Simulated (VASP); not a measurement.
# BN (P1) in VASP: relaxation of cell and atoms with r2SCAN

Aim: the relaxation of cell and atoms of BN with r2SCAN.

Program: VASP 6.6.1. These are calculated values, not measurements. Logs are shortened: lines on timing, memory, paths and dates and some standing lists are left out, and cuts for length are marked.

**1. The cell of the first run**

The typed cell holds 8 atoms: a = 2.542 Å, b = 4.295 Å, c = 6.846 Å, α = 89.06°, β = 88.86°, γ = 89.67°.

**2. Relaxation of cell and atoms, r2SCAN**

Input file POSCAR:

```
BN
1.0
    1.2646148813     -2.2047553073     -0.0250813888
   -3.7133898852     -2.1583047308     -0.0352998298
   -0.0140431888     -0.0877113162     -6.8452402074
B N
4 4
Direct
    0.5481292374      0.8404169994      0.7450103312
   -0.0096794570      0.3052464427      0.7853839954
    1.0735076220      0.6763077876      0.2372987184
    0.4684640344      0.1169720360      0.2525704511
    0.4164862048      0.8488744086      0.2407044516
   -0.0574784249      0.3258720001      0.2326929850
    1.1038904468      0.6883225387      0.7768990425
    0.4566803365      0.1979877869      0.7294400248
```

Input file INCAR.step1:

```
ALGO = Normal ; EDIFF = 1E-4
ENCUT = 600 ; GGA = PE
ISMEAR = 0 ; LASPH = True
LCHARG = False ; LREAL = False
LUSENCCL = False ; LWAVE = True
NELM = 60 ; PREC = Accurate
SIGMA = 0.1
```

Input file INCAR.step2:

```
ALGO = Normal ; EDIFF = 1E-6
EDIFFG = -0.015 ; ENCUT = 600
IBRION = 2 ; ISIF = 3
ISMEAR = 0 ; ISTART = 1
LASPH = True ; LCHARG = False
LMIXTAU = True ; LREAL = False
LUSENCCL = False ; LWAVE = False
METAGGA = R2SCAN ; NELM = 60
NSW = 100 ; PREC = Accurate
SIGMA = 0.1
```

Input file KPOINTS:

```
k-points
0
Gamma
  8 4 4
```

Potentials or basis: VASP PAW PBE potentials, release 64 (B, N).

Command:

```
cat potpaw_PBE.64/B/POTCAR potpaw_PBE.64/N/POTCAR > POTCAR
cp INCAR.step1 INCAR
mpirun -np 1 vasp_std > vasp.out
cp INCAR.step2 INCAR
mpirun -np 1 vasp_std > vasp.out
```

OUTCAR:

```text
EDIFF = 1E-6
   EDIFFG = -0.015
   ENCUT = 600
   IBRION = 2
   ISIF = 3
   ISMEAR = 0
   ISTART = 1
   LASPH = True
   LREAL = False
   METAGGA = R2SCAN
   NELM = 60
   NSW = 100
   PREC = Accurate

 ion  position               nearest neighbor table
   1  0.548  0.840  0.745-   7 1.32   8 1.55   7 1.57
   2  0.990  0.305  0.785-   8 1.32   8 1.49   7 1.67
   3  0.074  0.676  0.237-   5 1.15   6 1.54   5 1.82   4 2.15
   4  0.468  0.117  0.253-   5 1.16   6 1.51   6 1.61   3 2.15
   5  0.416  0.849  0.241-   3 1.15   4 1.16   3 1.82
   6  0.943  0.326  0.233-   4 1.51   3 1.54   4 1.61
   7  0.104  0.688  0.777-   1 1.32   1 1.57   2 1.67
   8  0.457  0.198  0.729-   2 1.32   2 1.49   1 1.55

  LATTYP: Found a triclinic cell.
 ALAT       =     2.5418154613
 B/A-ratio  =     2.6107902970
 C/A-ratio  =     2.6932783421
 COS(alpha) =     0.0046561988
 COS(beta)  =     0.0199594760
 COS(gamma) =     0.7622922844

  Lattice vectors:

 A1 = (  -1.2646148813,   2.2047553073,   0.0250813888)
 A2 = (  -6.2426196478,   2.2512058838,   0.0148629478)
 A3 = (   0.0140431888,   0.0877113162,   6.8452402074)

Analysis of symmetry for initial positions (statically):
=====================================================================
 Subroutine PRICEL returns:
 Original cell was already a primitive cell.

 Routine SETGRP: Setting up the symmetry group for a
 triclinic supercell.

 Subroutine GETGRP returns: Found  1 space group operations
 (whereof  1 operations were pure point group operations)
 out of a pool of  2 trial point group operations.

The static configuration has the point symmetry C_1 .

Analysis of symmetry for dynamics (positions and initial velocities):
=====================================================================
 Subroutine PRICEL returns:
 Original cell was already a primitive cell.

 Routine SETGRP: Setting up the symmetry group for a
 triclinic supercell.

 Subroutine GETGRP returns: Found  1 space group operations
 (whereof  1 operations were pure point group operations)
 out of a pool of  2 trial point group operations.

The dynamic configuration has the point symmetry C_1 .

 Subroutine INISYM returns: Found  1 space group operations
 (whereof  1 operations are pure point group operations),
 and found     1 'primitive' translations

----------------------------------------------------------------------------------------

                                     Primitive cell

  volume of cell :      74.7139

  direct lattice vectors                    reciprocal lattice vectors
     1.264614881 -2.204755307 -0.025081389     0.197701010 -0.340211688  0.003953705
    -3.713389885 -2.158304731 -0.035299830    -0.201968777 -0.115867893  0.001899015
    -0.014043189 -0.087711316 -6.845240207     0.000317132  0.001844069 -0.146111191

  length of vectors
     2.541815461  4.295205447  6.845816532     0.393503893  0.232852661  0.146123172

  position of ions in fractional coordinates (direct lattice)
     0.548129237  0.840416999  0.745010331
     0.990320543  0.305246443  0.785383995
     0.073507622  0.676307788  0.237298718
     0.468464034  0.116972036  0.252570451
     0.416486205  0.848874409  0.240704452
     0.942521575  0.325872000  0.232692985
     0.103890447  0.688322539  0.776899042
     0.456680336  0.197987787  0.729440025

  ion indices of the primitive-cell ions
   primitive index   ion index
                 1           1
                 2           2
                 3           3
                 4           4
                 5           5
                 6           6
                 7           7
                 8           8

----------------------------------------------------------------------------------------

 KPOINTS: k-points

Automatic generation of k-mesh.
 Grid dimensions read from file:
 generate k-points for:    8    4    4

 Generating k-lattice:

  Cartesian coordinates                     Fractional coordinates (reciprocal lattice)
     0.024712626 -0.042526461  0.000494213     0.125000000  0.000000000  0.000000000
    -0.050492194 -0.028966973  0.000474754    -0.000000000  0.250000000 -0.000000000
     0.000079283  0.000461017 -0.036527798     0.000000000  0.000000000  0.250000000

  Length of vectors
     0.049187987  0.058213165  0.036530793

  Shift w.r.t. Gamma in fractional coordinates (k-lattice)
     0.000000000  0.000000000  0.000000000

 Subroutine IBZKPT returns following result:
 ===========================================

 Found     68 irreducible k-points:

 Following reciprocal coordinates:
            Coordinates               Weight
  0.000000  0.000000  0.000000      1.000000
  0.125000  0.000000  0.000000      2.000000
  0.250000  0.000000  0.000000      2.000000
  0.375000  0.000000  0.000000      2.000000
  0.500000  0.000000  0.000000      1.000000
  0.000000  0.250000  0.000000      2.000000
[... 16 lines left out ...]
  0.500000  0.000000  0.250000      2.000000
 -0.375000  0.000000  0.250000      2.000000
 [... further k-points ...]
   k-points           NKPTS =     68   k-points in BZ     NKDIM =     68   number of bands    NBANDS=     21
   number of dos      NEDOS =    301   number of ions     NIONS =      8
   total plane-waves  NPLWV =  40320
   dimension x,y,z NGX =    20 NGY =   36 NGZ =   56
   dimension x,y,z NGXF=    40 NGYF=   72 NGZF=  112
   ions per type =               4   4
   NGX,Y,Z   is equivalent  to a cutoff of  13.08, 13.93, 13.60 a.u.
   NGXF,Y,Z  is equivalent  to a cutoff of  26.16, 27.87, 27.20 a.u.
 SYSTEM =  unknown system
   PREC   = accura    normal or accurate (medium, high low for compatibility)
   ISTART =      1    job   : 0-new  1-cont  2-samecut
   ICHARG =      0    charge: 1-file 2-atom 10-const
   ISPIN  =      1    spin polarized calculation?
   LNONCOLLINEAR =      F non collinear calculations
   LSORBIT =      F    spin-orbit coupling
   LASPH  =      T    aspherical Exc in radial PAW
   ENCUT  =  600.0 eV  44.10 Ry    6.64 a.u.   5.08  8.58 13.67*2*pi/ulx,y,z
   NELM   =     60;   NELMIN=  2; NELMDL=  0     # of ELM steps
   EDIFF  = 0.1E-05   stopping-criterion for ELM
   LREAL  =      F    real-space projection
   EDIFFG = -.1E-01   stopping-criterion for IOM
   NSW    =    100    number of steps for IOM
   IBRION =      2    ionic relax: 0-MD 1-quasi-New 2-CG
   NFREE  =      1    steps in history (QN), initial steepest desc. (CG)
   ISIF   =      3    stress and relaxation
   ISYM   =      2    0-nonsym 1-usesym 2-fastsym
   POTIM  = 0.5000    time-step for ionic-motion
   TEBEG  =    0.0;   TEEND  =   0.0 temperature during run
   PSTRESS=    0.0 pullay stress
   NELECT =      32.0000    total number of electrons
   NUPDOWN=      -1.0000    fix difference up-down
   EMIN   =  10.00;   EMAX   =-10.00  energy-range for DOS
   EFERMI =   0.00;   METHOD = LEGACY
   ISMEAR =     0;   SIGMA  =   0.10  broadening in eV -4-tet -1-fermi 0-gaus
   EFERMI_NEDOS =   21; number of points for ismear=-14 and -15
   IALGO  =     38    algorithm
   IMIX   =      4    mixing-type and parameters
     AMIX     =   0.40;   BMIX     =  1.00
     AMIX_MAG =   1.60;   BMIX_MAG =  1.00
  volume/ion in A,a.u.               =       9.34        63.02
  Fermi-wavevector in a.u.,A,eV,Ry     =   1.234026  2.331971 20.719226  1.522820
  Thomas-Fermi vector in A             =   2.368733
   LORBIT       =      0    0 simple, 1 ext, 2 COOP (PROOUT), +10 PAW based schemes
   METAGGA = R2SCAN    functional components
   LHFCALC =     F    Hartree Fock is set to
   AEXX    =    0.0000 exact exchange contribution
   IVDW    =     0    specifies the selected vdW correction
   LEPSILON=     F    determine dielectric tensor
   LRPA    =     F    only Hartree local field effects (RPA)
 conjugate gradient relaxation of ions
 non-spin polarized calculation
 Gauss-broadening in eV      SIGMA  =   0.10
  energy-cutoff  :      600.00
  volume of cell :       74.71
 maximum number of plane-waves:      2532
   NGX = 11   NGY = 17   NGZ = 27

--------------------------------------- Ionic step        1  -------------------------------------------

 number of electron      31.9999998 magnetization

 Free energy of the ion-electron system (eV)
  ---------------------------------------------------
  ext. energy  EPLUGINS =         0.00000000
  ---------------------------------------------------
  free energy    TOTEN  =       -68.69298835 eV

  energy without entropy =      -68.69298835  energy(sigma->0) =      -68.69298835

------------------------ aborting loop because EDIFF is reached ----------------------------------------

  FORCE on cell =-STRESS in cart. coord.  units (eV):
  Direction    XX          YY          ZZ          XY          YZ          ZX
  --------------------------------------------------------------------------------------
  -------------------------------------------------------------------------------------
  Total       13.1013916     21.5579974     -1.1975785     11.1511287     -0.5950217      4.8664450
  in kB      280.9483370    462.2931468    -25.6810656    239.1265880    -12.7597411    104.3568253
  external PRESSURE =     239.1868061 kB  Pullay stress =       0.0000000 kB
[... 1277 lines left out ...]
  FREE ENERGIE OF THE ION-ELECTRON SYSTEM (eV)
  ---------------------------------------------------
  free  energy   TOTEN  =       -70.0569906025 eV

  energy  without entropy=      -70.0569906025  energy(sigma->0) =      -70.05699060

[... ionic steps 4 to 58 ...]

--------------------------------------- Ionic step       59  -------------------------------------------

 number of electron      32.0000000 magnetization

------------------------ aborting loop because EDIFF is reached ----------------------------------------

  FORCE on cell =-STRESS in cart. coord.  units (eV):
  Direction    XX          YY          ZZ          XY          YZ          ZX
  --------------------------------------------------------------------------------------
  -------------------------------------------------------------------------------------
  Total       -0.0161606      0.0299515     -0.0152035      0.0152977     -0.0070339     -0.0016862
  in kB       -0.3485014      0.6458995     -0.3278609      0.3298932     -0.1516863     -0.0363626
  external PRESSURE =      -0.0101543 kB  Pullay stress =       0.0000000 kB
[... 69 lines left out ...]
  energy  without entropy=      -77.1984923292  energy(sigma->0) =      -77.19849233

--------------------------------------- Ionic step       61  -------------------------------------------

 number of electron      32.0000000 magnetization

 Free energy of the ion-electron system (eV)
  ---------------------------------------------------
  ext. energy  EPLUGINS =         0.00000000
  ---------------------------------------------------
  free energy    TOTEN  =       -77.19851152 eV

  energy without entropy =      -77.19851152  energy(sigma->0) =      -77.19851152

 E-fermi :   2.2516     XC(G=0): -10.5338

 val. band max:        1.7972988977   @ k =   0.3750   0.0000   0.0000
 cond. band min:       6.6106762624   @ k =   0.0000   0.0000   0.0000
 fundamental gap:      4.8133773647
 Fermi energy:         2.2515910728

 k-point     1 :       0.0000    0.0000    0.0000
  band No.  band energies     occupation
      1     -17.0006      2.00000
      2     -16.7720      2.00000
      3     -13.7343      2.00000
      4     -13.6690      2.00000
      5      -7.4953      2.00000
      6      -7.4250      2.00000
[... 602 lines left out ...]
  FREE ENERGIE OF THE ION-ELECTRON SYSTEM (eV)
  ---------------------------------------------------
  free  energy   TOTEN  =       -77.1985115160 eV

  energy  without entropy=      -77.1985115160  energy(sigma->0) =      -77.19851152

 reached required accuracy - stopping structural energy minimisation
```

Wall time 31 min (1 × NVIDIA H100 80GB with 1 thread of AMD EPYC 7R13 (Zen 3), shared host); peak memory 1.3 GiB.

What came out:

- Free energy: -77.1985 eV
- Relaxed volume: 9.29 Å³/atom
- Relaxed cell: a = 2.503 Å, b = 4.334 Å, c = 6.848 Å, α = 89.89°, β = 89.90°, γ = 89.99°
- Space group after relaxing (to 0.1 Å): Cmcm (No. 63)
- Pressure after relaxing: 0.0 GPa
- Largest force after relaxing: 0.012 eV/Å
- Band gap on the k mesh: 4.81 eV (least direct gap 5.29 eV)

Forces on the atoms (eV/Å):
```
B   -0.004 -0.001 -0.003
B    0.009  0.008  0.001
B    0.007 -0.006  0.009
B   -0.004  0.000 -0.003
N   -0.005 -0.001  0.001
N    0.002 -0.010 -0.001
N   -0.003  0.001 -0.007
N    0.000  0.009  0.004
```

Final structure:
```cif
data_structure
_symmetry_space_group_name_H-M 'P 1'
_symmetry_Int_Tables_number 1
_cell_length_a 2.5026
_cell_length_b 4.3344
_cell_length_c 6.8480
_cell_angle_alpha 89.886
_cell_angle_beta 89.903
_cell_angle_gamma 89.990
_cell_volume 74.28
loop_
_atom_site_label
_atom_site_type_symbol
_atom_site_fract_x
_atom_site_fract_y
_atom_site_fract_z
_atom_site_occupancy
B1 B 0.51694 0.83928 0.74946 1
B2 B 0.01704 0.33934 0.74959 1
B3 B 0.98298 0.66071 0.25056 1
B4 B 0.48304 0.16069 0.25040 1
N1 N 0.48304 0.82734 0.25053 1
N2 N 0.98298 0.32735 0.25040 1
N3 N 0.01694 0.67263 0.74935 1
N4 N 0.51705 0.17265 0.74970 1
```

Levels at points of the mesh, in eV from the valence-band top:
```tsv
k point	band 13	band 14	band 15	band 16	band 17	band 18	band 19	band 20
(0.00, 0.00, 0.00)	-1.37	-1.35	-1.35	-0.49	4.81	5.40	6.25	10.17
(0.50, 0.00, 0.00)	-1.70	-1.70	-0.59	-0.58	6.32	6.32	6.74	6.74
(0.00, 0.50, 0.00)	-3.03	-3.03	-2.88	-2.87	7.32	7.32	9.38	9.38
(0.50, 0.50, 0.00)	-1.40	-1.34	-0.59	-0.49	4.82	5.06	6.03	6.25
(0.00, 0.00, 0.50)	-1.36	-1.36	-0.95	-0.93	5.32	5.35	7.71	7.73
(0.50, 0.00, 0.50)	-1.16	-1.16	-1.14	-1.14	6.37	6.37	6.39	6.39
(0.00, 0.50, 0.50)	-3.05	-3.05	-3.05	-3.05	8.61	8.62	8.63	8.64
(0.50, 0.50, 0.50)	-0.94	-0.94	-0.94	-0.93	5.32	5.33	5.34	5.34
```

Caveat: the PAW data sets were made with another functional, which shifts forces and pressure a little. A k mesh can miss the band edges.
